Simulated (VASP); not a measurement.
# ZnS (Cmc2_1) in VASP: notebook

ZnS is run at these levels: PBE; tasks: single point.

Everything below comes from runs of VASP 6.6.1. Logs are shortened: lines on timing, memory, paths and dates and some standing lists are left out, and cuts for length are marked.

### Step 1. The cell of the first run

It takes space group Cmc2_1 (No. 36, orthorhombic). The conventional cell has a = 3.693 Å, b = 6.663 Å, c = 12.590 Å, α = 90.00°, β = 90.00°, γ = 90.00°. Zn (site symmetry m) has 4 S at 2.29 to 2.36 Å within 3.0 Å. Zn (site symmetry m) has 4 S at 2.29 to 2.36 Å within 3.0 Å. S (site symmetry m) has 4 Zn at 2.29 to 2.36 Å within 3.0 Å. Within 3.0 Å of S (site symmetry m) lie 4 Zn at 2.29 to 2.36 Å.

### Step 2. Single point, PBE (strain -0.0400 x Voigt [1, 0, 0, 0, 0, 0])

INCAR reads:

```
  ALGO = Normal
  EDIFF = 1E-7
  ENCUT = 520
  GGA = PE
  ISIF = 2
  ISMEAR = 0
  LASPH = True
  LCHARG = True
  LELF = True
  LREAL = False
  LVHAR = True
  LWAVE = False
  NBANDS = 46
  NELM = 100
  PREC = Accurate
  SIGMA = 0.05
```

KPOINTS reads:

```
k-points
0
Gamma
  12 12 2
```

POSCAR reads:

```
ZnS
1.0
    3.6928545070      0.0000000000      0.0000000000
   -1.8464272535      3.3313602246      0.0000000000
    0.0000000000      0.0000000000     12.5902250307
Zn S
4 4
Direct
    0.0000000000      0.0000000000      0.0000503469
    0.0000000000      0.0000000000      0.5000503469
    0.3333333333      0.6666666667      0.2500245139
    0.6666666667      0.3333333333      0.7500245139
    0.0000000000      0.0000000000      0.1872896977
    0.0000000000      0.0000000000      0.6872896977
    0.3333333333      0.6666666667      0.4376354415
    0.6666666667      0.3333333333      0.9376354415
```

Potentials or basis: VASP PAW PBE potentials, release 64 (Zn, S).

The run is started by

```sh
$ cat potpaw_PBE.64/Zn/POTCAR potpaw_PBE.64/S/POTCAR > POTCAR
$ mpirun -np 1 vasp_std > vasp.out
```

OUTCAR:

```text
EDIFF = 1E-7
   ENCUT = 520
   GGA = PE
   ISIF = 2
   ISMEAR = 0
   LASPH = True
   LREAL = False
   NELM = 100
   PREC = Accurate

 ion  position               nearest neighbor table
   1  0.000  0.000  0.000-   8 2.29   8 2.29   8 2.36   5 2.36
   2  0.000  0.000  0.500-   7 2.29   7 2.29   7 2.36   6 2.36
   3  0.333  0.667  0.250-   5 2.29   5 2.29   5 2.36   7 2.36
   4  0.667  0.333  0.750-   6 2.29   6 2.29   6 2.36   8 2.36
   5  0.000  0.000  0.187-   3 2.29   3 2.29   3 2.36   1 2.36
   6  0.000  0.000  0.687-   4 2.29   4 2.29   4 2.36   2 2.36
   7  0.333  0.667  0.438-   2 2.29   2 2.29   2 2.36   3 2.36
   8  0.667  0.333  0.938-   1 2.29   1 2.29   1 2.36   4 2.36

  LATTYP: Found a base centered orthorhombic cell.
 ALAT       =     3.6928545070
 B/A-ratio  =     1.8042195913
 C/A-ratio  =     3.4093477029

  Lattice vectors:

 A1 = (   1.8464272535,  -3.3313602246,   0.0000000000)
 A2 = (   1.8464272535,   3.3313602246,   0.0000000000)
 A3 = (   0.0000000000,   0.0000000000,  12.5902250307)

Analysis of symmetry for initial positions (statically):
=====================================================================
 Subroutine PRICEL returns:
 Original cell was already a primitive cell.

 Routine SETGRP: Setting up the symmetry group for a
 base centered orthorhombic supercell.

 Subroutine GETGRP returns: Found  4 space group operations
 (whereof  2 operations were pure point group operations)
 out of a pool of  8 trial point group operations.

The static configuration has the point symmetry C_1h.
 The point group associated with its full space group is C_2v.

Analysis of symmetry for dynamics (positions and initial velocities):
=====================================================================
 Subroutine PRICEL returns:
 Original cell was already a primitive cell.

 Routine SETGRP: Setting up the symmetry group for a
 base centered orthorhombic supercell.

 Subroutine GETGRP returns: Found  4 space group operations
 (whereof  2 operations were pure point group operations)
 out of a pool of  8 trial point group operations.

The dynamic configuration has the point symmetry C_1h.
 The point group associated with its full space group is C_2v.

 Subroutine INISYM returns: Found  4 space group operations
 (whereof  2 operations are pure point group operations),
 and found     1 'primitive' translations

----------------------------------------------------------------------------------------

                                     Primitive cell

  volume of cell :     154.8878

  direct lattice vectors                    reciprocal lattice vectors
     3.692854507  0.000000000  0.000000000     0.270793230  0.150088842  0.000000000
    -1.846427253  3.331360225  0.000000000     0.000000000  0.300177685  0.000000000
     0.000000000  0.000000000 12.590225031     0.000000000  0.000000000  0.079426698

  length of vectors
     3.692854507  3.808839003 12.590225031     0.309605611  0.300177685  0.079426698

  position of ions in fractional coordinates (direct lattice)
     0.000000000  0.000000000  0.000050347
     0.000000000  0.000000000  0.500050347
     0.333333333  0.666666667  0.250024514
     0.666666667  0.333333333  0.750024514
     0.000000000  0.000000000  0.187289698
     0.000000000  0.000000000  0.687289698
     0.333333333  0.666666667  0.437635441
     0.666666667  0.333333333  0.937635441

  ion indices of the primitive-cell ions
   primitive index   ion index
                 1           1
                 2           2
                 3           3
                 4           4
                 5           5
                 6           6
                 7           7
                 8           8

----------------------------------------------------------------------------------------

 KPOINTS: k-points

Automatic generation of k-mesh.
 Grid dimensions read from file:
 generate k-points for:   12   12    2

 Generating k-lattice:

  Cartesian coordinates                     Fractional coordinates (reciprocal lattice)
     0.022566103  0.012507404  0.000000000     0.083333333 -0.000000000  0.000000000
     0.000000000  0.025014807  0.000000000     0.000000000  0.083333333  0.000000000
     0.000000000  0.000000000  0.039713349     0.000000000  0.000000000  0.500000000

  Length of vectors
     0.025800468  0.025014807  0.039713349

  Shift w.r.t. Gamma in fractional coordinates (k-lattice)
     0.000000000  0.000000000  0.000000000

 Subroutine IBZKPT returns following result:
 ===========================================

 Found     86 irreducible k-points:

 Following reciprocal coordinates:
            Coordinates               Weight
  0.000000  0.000000  0.000000      1.000000
  0.083333  0.000000  0.000000      4.000000
  0.166667  0.000000  0.000000      4.000000
  0.250000  0.000000  0.000000      4.000000
  0.333333  0.000000  0.000000      4.000000
  0.416667  0.000000  0.000000      4.000000
[... 16 lines left out ...]
  0.333333  0.166667  0.000000      4.000000
  0.416667  0.166667  0.000000      4.000000
 [... further k-points ...]
   k-points           NKPTS =     86   k-points in BZ     NKDIM =     86   number of bands    NBANDS=     46
   number of dos      NEDOS =    301   number of ions     NIONS =      8
   total plane-waves  NPLWV =  75264
   dimension x,y,z NGX =    28 NGY =   28 NGZ =   96
   dimension x,y,z NGXF=    56 NGYF=   56 NGZF=  192
   ions per type =               4   4
   NGX,Y,Z   is equivalent  to a cutoff of  12.61, 12.22, 12.68 a.u.
   NGXF,Y,Z  is equivalent  to a cutoff of  25.21, 24.44, 25.35 a.u.
 SYSTEM =  unknown system
   PREC   = accura    normal or accurate (medium, high low for compatibility)
   ISTART =      0    job   : 0-new  1-cont  2-samecut
   ICHARG =      2    charge: 1-file 2-atom 10-const
   ISPIN  =      1    spin polarized calculation?
   LNONCOLLINEAR =      F non collinear calculations
   LSORBIT =      F    spin-orbit coupling
   LASPH  =      T    aspherical Exc in radial PAW
   ENCUT  =  520.0 eV  38.22 Ry    6.18 a.u.   6.87  7.08 23.41*2*pi/ulx,y,z
   NELM   =    100;   NELMIN=  2; NELMDL= -5     # of ELM steps
   EDIFF  = 0.1E-06   stopping-criterion for ELM
   LREAL  =      F    real-space projection
   EDIFFG = 0.1E-05   stopping-criterion for IOM
   NSW    =      0    number of steps for IOM
   IBRION =     -1    ionic relax: 0-MD 1-quasi-New 2-CG
   NFREE  =      0    steps in history (QN), initial steepest desc. (CG)
   ISIF   =      2    stress and relaxation
   ISYM   =      2    0-nonsym 1-usesym 2-fastsym
   POTIM  = 0.5000    time-step for ionic-motion
   TEBEG  =    0.0;   TEEND  =   0.0 temperature during run
   PSTRESS=    0.0 pullay stress
   NELECT =      72.0000    total number of electrons
   NUPDOWN=      -1.0000    fix difference up-down
   EMIN   =  10.00;   EMAX   =-10.00  energy-range for DOS
   EFERMI =   0.00;   METHOD = LEGACY
   ISMEAR =     0;   SIGMA  =   0.05  broadening in eV -4-tet -1-fermi 0-gaus
   EFERMI_NEDOS =   21; number of points for ismear=-14 and -15
   IALGO  =     38    algorithm
   IMIX   =      4    mixing-type and parameters
     AMIX     =   0.40;   BMIX     =  1.00
     AMIX_MAG =   1.60;   BMIX_MAG =  1.00
  volume/ion in A,a.u.               =      19.36       130.65
  Fermi-wavevector in a.u.,A,eV,Ry     =   1.268177  2.396507 21.881884  1.608273
  Thomas-Fermi vector in A             =   2.401286
   LORBIT       =      0    0 simple, 1 ext, 2 COOP (PROOUT), +10 PAW based schemes
   GGA     = PE    functional components
   LHFCALC =     F    Hartree Fock is set to
   AEXX    =    0.0000 exact exchange contribution
   IVDW    =     0    specifies the selected vdW correction
   LEPSILON=     F    determine dielectric tensor
   LRPA    =     F    only Hartree local field effects (RPA)
 non-spin polarized calculation
 Gauss-broadening in eV      SIGMA  =   0.05
  energy-cutoff  :      520.00
  volume of cell :      154.89
 maximum number of plane-waves:      4204
   NGX = 13   NGY = 15   NGZ = 47

 number of electron      71.9999999 magnetization

 Free energy of the ion-electron system (eV)
  ---------------------------------------------------
  ext. energy  EPLUGINS =         0.00000000
  ---------------------------------------------------
  free energy    TOTEN  =       -27.26397664 eV

  energy without entropy =      -27.26397664  energy(sigma->0) =      -27.26397664

 E-fermi :   2.6556     XC(G=0):  -9.7161

 val. band max:        2.4027457169   @ k =   0.0000   0.0000   0.0000
 cond. band min:       4.4966635625   @ k =   0.0000   0.0000   0.0000
 fundamental gap:      2.0939178456
 Fermi energy:         2.6556198911

 k-point     1 :       0.0000    0.0000    0.0000
  band No.  band energies     occupation
      1     -10.9958      2.00000
      2     -10.5822      2.00000
      3     -10.5754      2.00000
      4     -10.0805      2.00000
      5      -4.1333      2.00000
      6      -4.1299      2.00000
[... 38 lines left out ...]
     45       9.0560      0.00000
     46       9.1386      0.00000

 k-point     2 :       0.0833    0.0000    0.0000
  band No.  band energies     occupation
      1     -10.9446      2.00000
      2     -10.5389      2.00000
      3     -10.5320      2.00000
      4     -10.0495      2.00000
      5      -4.1376      2.00000
      6      -4.1205      2.00000
[... 38 lines left out ...]
     45       8.8671      0.00000
     46       9.1478      0.00000

 k-point     3 :       0.1667    0.0000    0.0000
  band No.  band energies     occupation
      1     -10.7978      2.00000
      2     -10.4166      2.00000
      3     -10.4096      2.00000
      4      -9.9648      2.00000
      5      -4.1517      2.00000
      6      -4.1287      2.00000
[... 1018 lines left out ...]
     45       9.2932      0.00000
     46       9.5241      0.00000

 k-point    24 :       0.4167    0.1667    0.0000
  band No.  band energies     occupation
      1      -9.9158      2.00000
      2      -9.8064      2.00000
      3      -9.8038      2.00000
      4      -9.6991      2.00000
      5      -4.1044      2.00000
      6      -4.0344      2.00000
[... 38 lines left out ...]
     45       9.1194      0.00000
     46       9.4771      0.00000

 [... further k-points ...]

------------------------ aborting loop because EDIFF is reached ----------------------------------------

  FORCE on cell =-STRESS in cart. coord.  units (eV):
  Direction    XX          YY          ZZ          XY          YZ          ZX
  --------------------------------------------------------------------------------------
  -------------------------------------------------------------------------------------
  Total        6.6154771      2.0200362      1.3171770      0.0000000      0.0000000      0.0000000
  in kB       68.4312487     20.8954852     13.6250291      0.0000000      0.0000000      0.0000000
  external PRESSURE =      34.3172543 kB  Pullay stress =       0.0000000 kB

 VOLUME and BASIS-vectors are now :
 -----------------------------------------------------------------------------
  energy-cutoff  :      520.00
  volume of cell :      154.89
      direct lattice vectors                 reciprocal lattice vectors
     3.692854507  0.000000000  0.000000000     0.270793230  0.150088842  0.000000000
    -1.846427253  3.331360225  0.000000000     0.000000000  0.300177685  0.000000000
     0.000000000  0.000000000 12.590225031     0.000000000  0.000000000  0.079426698

 POSITION                                       TOTAL-FORCE (eV/Angst)
 -----------------------------------------------------------------------------------
      0.00000      0.00000      0.00063         0.000000     -0.226117      0.165575
      0.00000      0.00000      6.29575         0.000000      0.226117      0.165575
     -0.00000      2.22091      3.14786         0.000000     -0.212722      0.158481
      1.84643      1.11045      9.44298         0.000000      0.212722      0.158481
      0.00000      0.00000      2.35802         0.000000      0.224327     -0.161470
      0.00000      0.00000      8.65313        -0.000000     -0.224327     -0.161470
     -0.00000      2.22091      5.50993         0.000000     -0.281658     -0.162585
      1.84643      1.11045     11.80504        -0.000000      0.281658     -0.162585
 -----------------------------------------------------------------------------------
    total drift:                               -0.000002     -0.000003      0.000039

  FREE ENERGIE OF THE ION-ELECTRON SYSTEM (eV)
  ---------------------------------------------------
  free  energy   TOTEN  =       -27.2639766438 eV

  energy  without entropy=      -27.2639766438  energy(sigma->0) =      -27.26397664
```

It took 5.6 min on 1 thread of AMD EPYC 9R45 (Zen 5), shared host; peak memory 0.54 GiB.

Results:

* Free energy: -27.2640 eV
* Pressure: 3.4 GPa
* Largest force: 0.325 eV/Å
* Band gap on the k mesh: 2.09 eV

Forces on the atoms (eV/Å):
```
Zn   0.000 -0.226  0.166
Zn   0.000  0.226  0.166
Zn   0.000 -0.213  0.158
Zn   0.000  0.213  0.158
S    0.000  0.224 -0.161
S    0.000 -0.224 -0.161
S    0.000 -0.282 -0.163
S    0.000  0.282 -0.163
```

Stress tensor (GPa, compression positive):
```
6.84 0.00 0.00
0.00 2.09 0.00
0.00 0.00 1.36
```

Caveat: the cell differs from its parent crystal (strain -0.0400 x Voigt [1, 0, 0, 0, 0, 0]); the cell stands under pressure.

### Step 3. Single point, PBE (strain -0.0200 x Voigt [1, 0, 0, 0, 0, 0])

INCAR reads:

```
  PREC = Accurate
  ENCUT = 520
  EDIFF = 1E-7
  ISMEAR = 0
  SIGMA = 0.05
  LREAL = F
  LASPH = T
  NELM = 80
  ALGO = Normal
  ISIF = 2
  LWAVE = F
  LCHARG = F
  GGA = PE
  NBANDS = 46
```

KPOINTS reads:

```
Automatic mesh
0
Gamma
  12 12 2
```

Changes to POSCAR since step 2:

```diff
@@ -2,4 +2,4 @@
 1.0
-    3.6928545070      0.0000000000      0.0000000000
-   -1.8464272535      3.3313602246      0.0000000000
+    3.7697889759      0.0000000000      0.0000000000
+   -1.8848944880      3.3313602246      0.0000000000
     0.0000000000      0.0000000000     12.5902250307
```

Potentials or basis: VASP PAW PBE potentials, release 64 (Zn, S).

The run is started by

```sh
$ cat potpaw_PBE.64/Zn/POTCAR potpaw_PBE.64/S/POTCAR > POTCAR
$ mpirun -np 1 vasp_std > vasp.out
```

It took 19 min on 1 thread of Intel Xeon 8259CL, shared host; peak memory 0.58 GiB.

The run converged. Its results:

* Free energy: -27.3653 eV
* Pressure: 1.7 GPa
* Largest force: 0.146 eV/Å
* Band gap on the k mesh: 2.08 eV

Forces in eV/Å, atoms in the order of the input:
```
Zn   0.000 -0.099  0.075
Zn   0.000  0.099  0.075
Zn   0.000 -0.091  0.070
Zn   0.000  0.091  0.070
S    0.000  0.098 -0.072
S    0.000 -0.098 -0.072
S    0.000 -0.127 -0.072
S    0.000  0.127 -0.072
```

Stress tensor (GPa, compression positive):
```
3.25 0.00 0.00
0.00 1.06 0.00
0.00 0.00 0.73
```

Levels at points of the mesh, in eV from the valence-band top:
| k point | band 32 | band 33 | band 34 | band 35 | band 36 | band 37 | band 38 | band 39 | band 40 | band 41 |
| --- | --- | --- | --- | --- | --- | --- | --- | --- | --- | --- |
| (0.00, 0.00, 0.00) | -0.45 | -0.44 | -0.11 | -0.08 | 0.00 | 2.08 | 3.21 | 3.38 | 3.61 | 6.26 |
| (0.50, 0.00, 0.00) | -1.68 | -1.67 | -1.64 | -1.18 | -0.97 | 3.22 | 3.29 | 3.68 | 4.26 | 4.79 |
| (0.00, 0.50, 0.00) | -1.67 | -1.54 | -1.53 | -1.16 | -0.84 | 3.30 | 3.34 | 3.89 | 4.45 | 4.88 |
| (0.00, 0.00, 0.50) | -0.73 | -0.21 | -0.21 | -0.14 | -0.14 | 2.95 | 2.95 | 3.32 | 3.32 | 6.17 |
| (0.50, 0.00, 0.50) | -2.11 | -1.56 | -1.56 | -1.19 | -1.19 | 3.61 | 3.61 | 3.92 | 3.92 | 4.60 |
| (0.00, 0.50, 0.50) | -1.96 | -1.56 | -1.56 | -1.06 | -1.06 | 3.75 | 3.75 | 4.08 | 4.08 | 4.60 |

Caveat: the cell differs from its parent crystal (strain -0.0200 x Voigt [1, 0, 0, 0, 0, 0]). A k mesh can miss the band edges.

### Step 4. Single point, PBE (strain +0.0350 x Voigt [1, 0, 0, 0, 0, 0])

INCAR reads:

```
PREC = Accurate ; ENCUT = 520
EDIFF = 1E-6 ; ISMEAR = 0
SIGMA = 0.05 ; LREAL = F
LASPH = T ; NELM = 80
ALGO = Normal ; ISIF = 2
LWAVE = F ; LCHARG = F
GGA = PE ; NBANDS = 46
```

KPOINTS reads:

```
regular mesh
0
Gamma
  12 12 2
```

Changes to POSCAR since step 3:

```diff
@@ -2,4 +2,4 @@
 1.0
-    3.7697889759      0.0000000000      0.0000000000
-   -1.8848944880      3.3313602246      0.0000000000
+    3.9813587654      0.0000000000      0.0000000000
+   -1.9906793827      3.3313602246      0.0000000000
     0.0000000000      0.0000000000     12.5902250307
```

The run is started by

```sh
$ cat potpaw_PBE.64/Zn/POTCAR potpaw_PBE.64/S/POTCAR > POTCAR
$ mpirun -np 1 vasp_std > vasp.out
```

It took 15 min on 1 thread of Intel Xeon Platinum 8259CL at 2.50GHz (Skylake/Cascade Lake), shared host; peak memory 0.61 GiB.

It converged, with:

```
Free energy            : -27.3269 eV
Pressure               : -2.0 GPa
Largest force          : 0.182 eV/Å
Band gap on the k mesh : 1.87 eV
```

Forces on the atoms (eV/Å):
```
Zn   0.000  0.113 -0.077
Zn   0.000 -0.113 -0.077
Zn   0.000  0.101 -0.073
Zn   0.000 -0.101 -0.073
S    0.000 -0.112  0.073
S    0.000  0.112  0.073
S    0.000  0.165  0.078
S    0.000 -0.165  0.078
```

Stress tensor (GPa, compression positive):
```
-4.14  0.00  0.00
 0.00 -1.09  0.00
 0.00  0.00 -0.71
```

Levels at points of the mesh, in eV from the valence-band top:
```csv
k point,band 33,band 34,band 35,band 36,band 37,band 38,band 39,band 40
"(0.00, 0.00, 0.00)",-0.44,-0.10,-0.03,0.00,1.87,2.95,3.12,3.37
"(0.50, 0.00, 0.00)",-1.44,-1.43,-0.99,-0.74,3.31,3.42,3.80,4.39
"(0.00, 0.50, 0.00)",-1.64,-1.41,-1.04,-0.93,3.14,3.30,3.48,4.08
"(0.00, 0.00, 0.50)",-0.24,-0.24,-0.14,-0.14,2.71,2.71,3.07,3.07
"(0.50, 0.00, 0.50)",-1.39,-1.39,-0.96,-0.96,3.72,3.72,4.03,4.03
"(0.00, 0.50, 0.50)",-1.40,-1.40,-1.16,-1.16,3.46,3.46,3.76,3.76
```

Caveat: the cell differs from its parent crystal (strain +0.0350 x Voigt [1, 0, 0, 0, 0, 0]).

### Step 5. Summary

```csv
cell,gap on the mesh (eV),pressure (GPa),largest force (eV/Å)
"a = 3.693, b = 3.809, c = 12.590 Å, angles 90.0, 90.0, 119.0°, 8 atoms",2.09,3.4,0.33
"a = 3.770, b = 3.828, c = 12.590 Å, angles 90.0, 90.0, 119.5°, 8 atoms",2.08,1.7,0.15
"a = 3.981, b = 3.881, c = 12.590 Å, angles 90.0, 90.0, 120.9°, 8 atoms",1.87,-2.0,0.18
```

Alike in all rows: task single point; level PBE; potentials or basis VASP PAW PBE potentials, release 64 (Zn, S); no spin polarisation; k mesh 12 × 12 × 2; cutoff (eV) 520; smearing gaussian 0.05 eV.

Caveats: the cell stands under pressure (at least some runs).

Total energies depend on the potentials used, so only differences within one code and one set of settings carry meaning.
